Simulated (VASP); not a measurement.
Input of a VASP 6.6.1 run:

INCAR

```
ALGO = Normal
EDIFF = 1E-6
ENCUT = 520
GGA = PE
ISIF = 2
ISMEAR = -1
ISPIN = 2
LASPH = True
LCHARG = False
LMAXMIX = 4
LORBIT = 11
LREAL = False
LWAVE = False
MAGMOM = 2 2
NBANDS = 20
NELM = 150
PREC = Accurate
SIGMA = 0.05
```

KPOINTS

```
k-points
0
Gamma
  11 11 6
```

POSCAR

```
Co
1.0
    2.3731199071      0.0000000000      0.0000000000
   -1.1865599535      2.0551821257      0.0000000000
    0.0000000000      0.0000000000      4.0211440800
Co
2
Direct
    0.6666666667      0.3333333333      0.7500000000
    0.3333333333      0.6666666667      0.2500000000
```

Potentials or basis: VASP PAW PBE potentials, release 64 (Co).

The run is started by

```bash
$ cat potpaw_PBE.64/Co/POTCAR > POTCAR
$ mpirun -np 1 vasp_std > vasp.out
```

Task: What does it give for the pressure?

Result: 27.4 GPa.

Task: Estimate the site moments.

Result: Co +1.55 μB.

Task: Predict the net moment.

Result: 3.10 μB per cell.

Stress tensor (GPa, compression positive):
```
34.42  0.00  0.00
 0.00 34.42  0.00
 0.00  0.00 13.43
```
